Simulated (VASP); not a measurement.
# MoS2 (R3m) in VASP: further runs

MoS2 is run at these levels: PBE; tasks: single point.

Program: VASP 6.6.1. These are calculated values, not measurements. Logs are shortened: lines on timing, memory, paths and dates and some standing lists are left out, and cuts for length are marked.

## 1. The cell of the first run

Symmetry: R3m, No. 160, trigonal system. Conventional cell: a = 3.215 Å, b = 3.215 Å, c = 18.772 Å, α = 90.00°, β = 90.00°, γ = 120.00°. Within 3.3 Å of Mo (site symmetry 3m) lie 6 S at 2.43 Å and 6 Mo at 3.22 Å. Within 3.3 Å of S (site symmetry 3m) lie 3 Mo at 2.43 Å and 7 S at 3.13 to 3.22 Å. S (site symmetry 3m) has 3 Mo at 2.43 Å and 7 S at 3.13 to 3.22 Å within 3.3 Å.

## 2. Single point, PBE

INCAR

```
  PREC = Accurate
  ENCUT = 520
  EDIFF = 1E-6
  ISMEAR = 1
  SIGMA = 0.1
  LREAL = F
  LASPH = T
  NELM = 100
  ALGO = Normal
  ISIF = 2
  LWAVE = F
  LCHARG = F
  GGA = PE
  NBANDS = 20
```

KPOINTS

```
regular mesh
0
Gamma
  11 11 11
```

POSCAR

```
MoS2
1.0
    1.6076038203      0.9281500657      6.2574452501
   -1.6076038203      0.9281500657      6.2574452501
    0.0000000000     -1.8563011488      6.2574452501
Mo S
1 2
Direct
    0.0000000000      0.0000000000      0.0000000000
    0.2500000000      0.2500000000      0.2500000000
    0.4170000000      0.4170000000      0.4170000000
```

Potentials or basis: VASP PAW PBE potentials, release 64 (Mo_sv, S).

On the command line:

```sh
$ cat potpaw_PBE.64/Mo_sv/POTCAR potpaw_PBE.64/S/POTCAR > POTCAR
$ mpirun -np 1 vasp_std > vasp.out
```

OUTCAR:

```text
PREC = Accurate
   ENCUT = 520
   EDIFF = 1E-6
   ISMEAR = 1
   LREAL = F
   LASPH = T
   NELM = 100
   ISIF = 2
   GGA = PE

 ion  position               nearest neighbor table
   1  0.000  0.000  0.000-   2 2.43   2 2.43   2 2.43   3 2.43   3 2.43   3 2.43
   2  0.250  0.250  0.250-   1 2.43   1 2.43   1 2.43
   3  0.417  0.417  0.417-   1 2.43   1 2.43   1 2.43

  LATTYP: Found a trigonal (rhomboedric) cell.
 ALAT       =     6.5269804386
 COS(alpha) =     0.8786713312

  Lattice vectors:

 A1 = (   1.6076038203,   0.9281500657,   6.2574452501)
 A2 = (  -1.6076038203,   0.9281500657,   6.2574452501)
 A3 = (   0.0000000000,  -1.8563011488,   6.2574452501)

Analysis of symmetry for initial positions (statically):
=====================================================================
 Subroutine PRICEL returns:
 Original cell was already a primitive cell.

 Routine SETGRP: Setting up the symmetry group for a
 trigonal (rhombohedral) supercell.

 Subroutine GETGRP returns: Found  6 space group operations
 (whereof  6 operations were pure point group operations)
 out of a pool of 12 trial point group operations.

The static configuration has the point symmetry C_3v.

Analysis of symmetry for dynamics (positions and initial velocities):
=====================================================================
 Subroutine PRICEL returns:
 Original cell was already a primitive cell.

 Routine SETGRP: Setting up the symmetry group for a
 trigonal (rhombohedral) supercell.

 Subroutine GETGRP returns: Found  6 space group operations
 (whereof  6 operations were pure point group operations)
 out of a pool of 12 trial point group operations.

The dynamic configuration has the point symmetry C_3v.

 Subroutine INISYM returns: Found  6 space group operations
 (whereof  6 operations are pure point group operations),
 and found     1 'primitive' translations

----------------------------------------------------------------------------------------

                                     Primitive cell

  volume of cell :      56.0203

  direct lattice vectors                    reciprocal lattice vectors
     1.607603820  0.928150066  6.257445250     0.311021903  0.179568598  0.053269886
    -1.607603820  0.928150066  6.257445250    -0.311021903  0.179568598  0.053269886
     0.000000000 -1.856301149  6.257445250     0.000000000 -0.359137195  0.053269857

  length of vectors
     6.526980439  6.526980439  6.526980543     0.363066366  0.363066366  0.363066389

  position of ions in fractional coordinates (direct lattice)
     0.000000000  0.000000000  0.000000000
     0.250000000  0.250000000  0.250000000
     0.417000000  0.417000000  0.417000000

  ion indices of the primitive-cell ions
   primitive index   ion index
                 1           1
                 2           2
                 3           3

----------------------------------------------------------------------------------------

 KPOINTS: regular mesh

Automatic generation of k-mesh.
 Grid dimensions read from file:
 generate k-points for:   11   11   11

 Generating k-lattice:

  Cartesian coordinates                     Fractional coordinates (reciprocal lattice)
     0.028274718  0.016324418  0.004842717     0.090909091  0.000000000  0.000000000
    -0.028274718  0.016324418  0.004842717     0.000000000  0.090909091  0.000000000
     0.000000000 -0.032648836  0.004842714     0.000000000  0.000000000  0.090909091

  Length of vectors
     0.033006033  0.033006033  0.033006035

  Shift w.r.t. Gamma in fractional coordinates (k-lattice)
     0.000000000  0.000000000  0.000000000

 Subroutine IBZKPT returns following result:
 ===========================================

 Found    146 irreducible k-points:

 Following reciprocal coordinates:
            Coordinates               Weight
  0.000000  0.000000  0.000000      1.000000
  0.090909  0.000000 -0.000000      6.000000
  0.181818  0.000000 -0.000000      6.000000
  0.272727  0.000000 -0.000000      6.000000
  0.363636  0.000000 -0.000000      6.000000
  0.454545  0.000000  0.000000      6.000000
[... 16 lines left out ...]
 -0.272727  0.181818  0.000000     12.000000
 -0.181818  0.181818  0.000000      6.000000
 [... further k-points ...]
   k-points           NKPTS =    146   k-points in BZ     NKDIM =    146   number of bands    NBANDS=     20
   number of dos      NEDOS =    301   number of ions     NIONS =      3
   total plane-waves  NPLWV = 125000
   dimension x,y,z NGX =    50 NGY =   50 NGZ =   50
   dimension x,y,z NGXF=   100 NGYF=  100 NGZF=  100
   ions per type =               1   2
   NGX,Y,Z   is equivalent  to a cutoff of  12.74, 12.74, 12.74 a.u.
   NGXF,Y,Z  is equivalent  to a cutoff of  25.47, 25.47, 25.47 a.u.
 SYSTEM =  unknown system
   PREC   = accura    normal or accurate (medium, high low for compatibility)
   ISTART =      0    job   : 0-new  1-cont  2-samecut
   ICHARG =      2    charge: 1-file 2-atom 10-const
   ISPIN  =      1    spin polarized calculation?
   LNONCOLLINEAR =      F non collinear calculations
   LSORBIT =      F    spin-orbit coupling
   LASPH  =      T    aspherical Exc in radial PAW
   ENCUT  =  520.0 eV  38.22 Ry    6.18 a.u.  12.14 12.14 12.14*2*pi/ulx,y,z
   NELM   =    100;   NELMIN=  2; NELMDL= -5     # of ELM steps
   EDIFF  = 0.1E-05   stopping-criterion for ELM
   LREAL  =      F    real-space projection
   EDIFFG = 0.1E-04   stopping-criterion for IOM
   NSW    =      0    number of steps for IOM
   IBRION =     -1    ionic relax: 0-MD 1-quasi-New 2-CG
   NFREE  =      0    steps in history (QN), initial steepest desc. (CG)
   ISIF   =      2    stress and relaxation
   ISYM   =      2    0-nonsym 1-usesym 2-fastsym
   POTIM  = 0.5000    time-step for ionic-motion
   TEBEG  =    0.0;   TEEND  =   0.0 temperature during run
   PSTRESS=    0.0 pullay stress
   NELECT =      26.0000    total number of electrons
   NUPDOWN=      -1.0000    fix difference up-down
   EMIN   =  10.00;   EMAX   =-10.00  energy-range for DOS
   EFERMI =   0.00;   METHOD = LEGACY
   ISMEAR =     1;   SIGMA  =   0.10  broadening in eV -4-tet -1-fermi 0-gaus
   EFERMI_NEDOS =   21; number of points for ismear=-14 and -15
   IALGO  =     38    algorithm
   IMIX   =      4    mixing-type and parameters
     AMIX     =   0.40;   BMIX     =  1.00
     AMIX_MAG =   1.60;   BMIX_MAG =  1.00
  volume/ion in A,a.u.               =      18.67       126.01
  Fermi-wavevector in a.u.,A,eV,Ry     =   1.267508  2.395243 21.858801  1.606577
  Thomas-Fermi vector in A             =   2.400652
   LORBIT       =      0    0 simple, 1 ext, 2 COOP (PROOUT), +10 PAW based schemes
   GGA     = PE    functional components
   LHFCALC =     F    Hartree Fock is set to
   AEXX    =    0.0000 exact exchange contribution
   IVDW    =     0    specifies the selected vdW correction
   LEPSILON=     F    determine dielectric tensor
   LRPA    =     F    only Hartree local field effects (RPA)
 non-spin polarized calculation
 Methfessel and Paxton  Order N= 1 SIGMA  =   0.10
  energy-cutoff  :      520.00
  volume of cell :       56.02
 maximum number of plane-waves:      1529
 NGX is ok and might be reduce to    50
   NGX = 25   NGY = 25   NGZ = 25

 number of electron      26.0000001 magnetization

 Free energy of the ion-electron system (eV)
  ---------------------------------------------------
  ext. energy  EPLUGINS =         0.00000000
  ---------------------------------------------------
  free energy    TOTEN  =       -21.81241164 eV

  energy without entropy =      -21.81243146  energy(sigma->0) =      -21.81241825

 E-fermi :   7.0076     XC(G=0): -10.5708

 val. band max:        6.9358908058   @ k =   0.4545   0.4545   0.4545
 cond. band min:       7.9101127904   @ k =  -0.1818   0.1818   0.0000
 fundamental gap:      0.9742219846
 Fermi energy:         7.0076175769

 k-point     1 :       0.0000    0.0000    0.0000
  band No.  band energies     occupation
      1     -54.6114      2.00000
      2     -28.7280      2.00000
      3     -28.5549      2.00000
      4     -28.5549      2.00000
      5      -7.7840      2.00000
      6      -6.2332      2.00000
[... 12 lines left out ...]
     19      14.9442      0.00000
     20      15.3329      0.00000

 k-point     2 :       0.0909    0.0000   -0.0000
  band No.  band energies     occupation
      1     -54.6089      2.00000
      2     -28.7228      2.00000
      3     -28.5818      2.00000
      4     -28.5610      2.00000
      5      -7.6656      2.00000
      6      -6.1937      2.00000
[... 12 lines left out ...]
     19      15.3737      0.00000
     20      15.5068      0.00000

 k-point     3 :       0.1818    0.0000   -0.0000
  band No.  band energies     occupation
      1     -54.6020      2.00000
      2     -28.7088      2.00000
      3     -28.6534      2.00000
      4     -28.5775      2.00000
      5      -7.3318      2.00000
      6      -6.0826      2.00000
[... 12 lines left out ...]
     19      15.5527      0.00000
     20      15.9916      0.00000

 k-point     4 :       0.2727    0.0000   -0.0000
  band No.  band energies     occupation
      1     -54.5929      2.00000
      2     -28.7460      2.00000
      3     -28.6905      2.00000
      4     -28.5990      2.00000
      5      -6.8493      2.00000
      6      -5.9237      2.00000
[... 12 lines left out ...]
     19      14.9097      0.00000
     20      15.4152      0.00000

 k-point     5 :       0.3636    0.0000   -0.0000
  band No.  band energies     occupation
      1     -54.5846      2.00000
      2     -28.8299      2.00000
      3     -28.6736      2.00000
      4     -28.6187      2.00000
      5      -6.3406      2.00000
      6      -5.7622      2.00000
[... 12 lines left out ...]
     19      14.0646      0.00000
     20      14.5149      0.00000
[... 353 lines left out ...]
      6      -5.6050      2.00000
[... 12 lines left out ...]
     19      15.3129      0.00000
     20      15.5568      0.00000

 k-point    22 :      -0.3636    0.1818    0.0000
  band No.  band energies     occupation
      1     -54.5774      2.00000
      2     -28.8502      2.00000
      3     -28.6892      2.00000
      4     -28.6590      2.00000
      5      -5.8482      2.00000
      6      -5.5901      2.00000
[... 12 lines left out ...]
     19      15.1372      0.00000
     20      15.6978      0.00000

 k-point    23 :      -0.2727    0.1818    0.0000
  band No.  band energies     occupation
      1     -54.5815      2.00000
      2     -28.8209      2.00000
      3     -28.6674      2.00000
      4     -28.6668      2.00000
      5      -6.1579      2.00000
      6      -5.6742      2.00000
[... 12 lines left out ...]
     19      14.9258      0.00000
     20      15.7462      0.00000

 k-point    24 :      -0.1818    0.1818    0.0000
  band No.  band energies     occupation
      1     -54.5886      2.00000
      2     -28.7691      2.00000
      3     -28.6816      2.00000
      4     -28.6312      2.00000
      5      -6.6084      2.00000
      6      -5.8199      2.00000
[... 12 lines left out ...]
     19      15.0193      0.00000
     20      15.8899      0.00000

 [... further k-points ...]

------------------------ aborting loop because EDIFF is reached ----------------------------------------

  FORCE on cell =-STRESS in cart. coord.  units (eV):
  Direction    XX          YY          ZZ          XY          YZ          ZX
  --------------------------------------------------------------------------------------
  -------------------------------------------------------------------------------------
  Total       -1.0111331     -1.0111329     -0.4962353      0.0000000      0.0000000      0.0000000
  in kB      -28.9183308    -28.9183250    -14.1922931      0.0000000      0.0000008      0.0000000
  external PRESSURE =     -24.0096496 kB  Pullay stress =       0.0000000 kB

 VOLUME and BASIS-vectors are now :
 -----------------------------------------------------------------------------
  energy-cutoff  :      520.00
  volume of cell :       56.02
      direct lattice vectors                 reciprocal lattice vectors
     1.607603820  0.928150066  6.257445250     0.311021903  0.179568598  0.053269886
    -1.607603820  0.928150066  6.257445250    -0.311021903  0.179568598  0.053269886
     0.000000000 -1.856301149  6.257445250     0.000000000 -0.359137195  0.053269857

 POSITION                                       TOTAL-FORCE (eV/Angst)
 -----------------------------------------------------------------------------------
      0.00000      0.00000      0.00000         0.000000     -0.000000      0.077083
      0.00000     -0.00000      4.69308         0.000000     -0.000000      0.321929
      0.00000     -0.00000      7.82806         0.000000      0.000000     -0.399012
 -----------------------------------------------------------------------------------
    total drift:                                0.000000     -0.000003      0.000054

  FREE ENERGIE OF THE ION-ELECTRON SYSTEM (eV)
  ---------------------------------------------------
  free  energy   TOTEN  =       -21.8124116407 eV

  energy  without entropy=      -21.8124314550  energy(sigma->0) =      -21.81241825
```

It took 7.6 min on 1 thread of AMD EPYC 7R13 (Zen 3), shared host; peak memory 0.39 GiB.

What came out:

```yaml
Free_energy: -21.8124 eV
Pressure: -2.4 GPa
Largest_force: 0.399 eV/Å
Band_gap_on_the_k_mesh: 0.97 eV (least direct gap 1.76 eV)
```

Forces in eV/Å, atoms in the order of the input:
```
Mo   0.000  0.000  0.077
S    0.000  0.000  0.322
S    0.000  0.000 -0.399
```

Stress tensor (GPa, compression positive):
```
-2.89  0.00  0.00
 0.00 -2.89  0.00
 0.00  0.00 -1.42
```

A k mesh can miss the band edges.

## 3. Single point, PBE

This run uses another cell than the first one, of 19.15 Å³/atom.

INCAR

```
  PREC = Accurate
  ENCUT = 520
  EDIFF = 1E-6
  ISMEAR = 1
  SIGMA = 0.1
  LREAL = False
  LASPH = True
  NELM = 60
  ALGO = Normal
  ISIF = 2
  LWAVE = False
  LCHARG = False
  GGA = PE
  NBANDS = 20
```

KPOINTS

```
Automatic mesh
0
Gamma
  11 11 11
```

POSCAR

```
MoS2
1.0
    1.6210571974      0.9359173729      6.3098112432
   -1.6210571974      0.9359173729      6.3098112432
    0.0000000000     -1.8718357719      6.3098112432
Mo S
1 2
Direct
    0.0000000000      0.0000000000      0.0000000000
    0.2500000000      0.2500000000      0.2500000000
    0.4170000000      0.4170000000      0.4170000000
```

Potentials or basis: VASP PAW PBE potentials, release 64 (Mo_sv, S).

On the command line:

```sh
$ cat potpaw_PBE.64/Mo_sv/POTCAR potpaw_PBE.64/S/POTCAR > POTCAR
$ mpirun -np 1 vasp_std > vasp.out
```

OUTCAR:

```text
PREC = Accurate
   ENCUT = 520
   EDIFF = 1E-6
   ISMEAR = 1
   LREAL = False
   LASPH = True
   NELM = 60
   ISIF = 2
   GGA = PE

 ion  position               nearest neighbor table
   1  0.000  0.000  0.000-   2 2.45   2 2.45   2 2.45   3 2.45   3 2.45   3 2.45
   2  0.250  0.250  0.250-   1 2.45   1 2.45   1 2.45
   3  0.417  0.417  0.417-   1 2.45   1 2.45   1 2.45

  LATTYP: Found a trigonal (rhomboedric) cell.
 ALAT       =     6.5816020611
 COS(alpha) =     0.8786713312

  Lattice vectors:
[... 744 lines left out ...]

  FORCE on cell =-STRESS in cart. coord.  units (eV):
  Direction    XX          YY          ZZ          XY          YZ          ZX
  --------------------------------------------------------------------------------------
  -------------------------------------------------------------------------------------
  Total       -2.0954453     -2.0954449     -1.7023795     -0.0000000      0.0000001      0.0000000
  in kB      -58.4498359    -58.4498241    -47.4857546     -0.0000000      0.0000026      0.0000000
  external PRESSURE =     -54.7951382 kB  Pullay stress =       0.0000000 kB

 VOLUME and BASIS-vectors are now :
 -----------------------------------------------------------------------------
  energy-cutoff  :      520.00
  volume of cell :       57.44
      direct lattice vectors                 reciprocal lattice vectors
     1.621057197  0.935917373  6.309811243     0.308440690  0.178078333  0.052827792
    -1.621057197  0.935917373  6.309811243    -0.308440690  0.178078333  0.052827792
     0.000000000 -1.871835772  6.309811243     0.000000000 -0.356156666  0.052827763

 POSITION                                       TOTAL-FORCE (eV/Angst)
 -----------------------------------------------------------------------------------
      0.00000      0.00000      0.00000         0.000000     -0.000000      0.072764
      0.00000     -0.00000      4.73236         0.000000     -0.000000      0.677805
      0.00000     -0.00000      7.89357         0.000000      0.000000     -0.750569
 -----------------------------------------------------------------------------------
    total drift:                                0.000000     -0.000002      0.000092

  FREE ENERGIE OF THE ION-ELECTRON SYSTEM (eV)
  ---------------------------------------------------
  free  energy   TOTEN  =       -21.7777052388 eV

  energy  without entropy=      -21.7777258485  energy(sigma->0) =      -21.77771211
```

OSZICAR:

```text
N       E                     dE             d eps       ncg     rms          rms(c)
DAV:   1     0.181041837444E+03    0.18104E+03   -0.13315E+04  5872   0.122E+03
DAV:   2    -0.158656436302E+02   -0.19691E+03   -0.19154E+03  7180   0.311E+02
DAV:   3    -0.233099803587E+02   -0.74443E+01   -0.73703E+01  7160   0.568E+01
DAV:   4    -0.234013875422E+02   -0.91407E-01   -0.91349E-01  7216   0.667E+00
DAV:   5    -0.234028726522E+02   -0.14851E-02   -0.14850E-02  7328   0.824E-01    0.212E+01
DAV:   6    -0.223068331118E+02    0.10960E+01   -0.13525E+01  6140   0.210E+01    0.869E+00
DAV:   7    -0.218743883676E+02    0.43244E+00   -0.49785E+00  5960   0.123E+01    0.521E+00
DAV:   8    -0.217780181031E+02    0.96370E-01   -0.53028E-01  6632   0.434E+00    0.164E+00
DAV:   9    -0.217787936120E+02   -0.77551E-03   -0.21860E-02  6792   0.919E-01    0.544E-01
DAV:  10    -0.217777641719E+02    0.10294E-02   -0.10731E-02  6532   0.679E-01    0.170E-01
DAV:  11    -0.217777170669E+02    0.47105E-04   -0.54358E-04  6820   0.161E-01    0.604E-02
DAV:  12    -0.217776832353E+02    0.33832E-04   -0.11746E-04  6840   0.683E-02    0.432E-02
DAV:  13    -0.217777050603E+02   -0.21825E-04   -0.56796E-05  6200   0.458E-02    0.117E-02
DAV:  14    -0.217777052388E+02   -0.17848E-06   -0.27001E-06  7064   0.988E-03
   1 F= -.21777705E+02 E0= -.21777712E+02  d E =0.206098E-04
```

Wall time 8 min (1 thread of AMD EPYC 7R13 (Zen 3), shared host); peak memory 0.39 GiB.

What came out:

```
Free energy            : -21.7777 eV
Pressure               : -5.5 GPa
Largest force          : 0.751 eV/Å
Band gap on the k mesh : 0.98 eV (least direct gap 1.70 eV)
```

Forces in eV/Å, atoms in the order of the input:
```
Mo   0.000  0.000  0.073
S    0.000  0.000  0.678
S    0.000  0.000 -0.751
```

Stress tensor (GPa, compression positive):
```
-5.84  0.00  0.00
 0.00 -5.84  0.00
 0.00  0.00 -4.75
```

Caveat: the cell stands under tension. A k mesh can miss the band edges.
